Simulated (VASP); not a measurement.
The system is BN.

```
B N
1.0
     2.49824    0.00000    0.00000
    -1.24912    2.16354    0.00000
     0.00000    0.00000    6.63570
B N
2 2
Direct
  0.33333 0.66667 0.25000
  0.66667 0.33333 0.75000
  0.33333 0.66667 0.75000
  0.66667 0.33333 0.25000
```

Base run:

```yaml
Program: VASP 6.6.1
Functional: RPBE
Potentials_or_basis: VASP PAW PBE potentials, release 64 (B, N)
Cutoff: 520 eV
k_mesh: 8 × 8 × 3
Occupations: gaussian, width 0.01 eV
Spin: no spin polarisation
```

Its results: band gap on the k mesh 4.38 eV, indirect (least direct gap 4.77 eV); pressure 9.1 GPa.

Problem. The run is repeated on the same cell with these changes: functional from RPBE to BLYP. What comes out?

Solution. Band gap on the k mesh 4.35 eV, indirect (least direct gap 4.75 eV); pressure 7.1 GPa.

Caveats: the PAW data sets were made with another functional, which shifts forces and pressure a little; this functional lacks dispersion, which binds the layers, so the pressure and a relaxed spacing across them are unreliable.

A k mesh can miss the band edges.
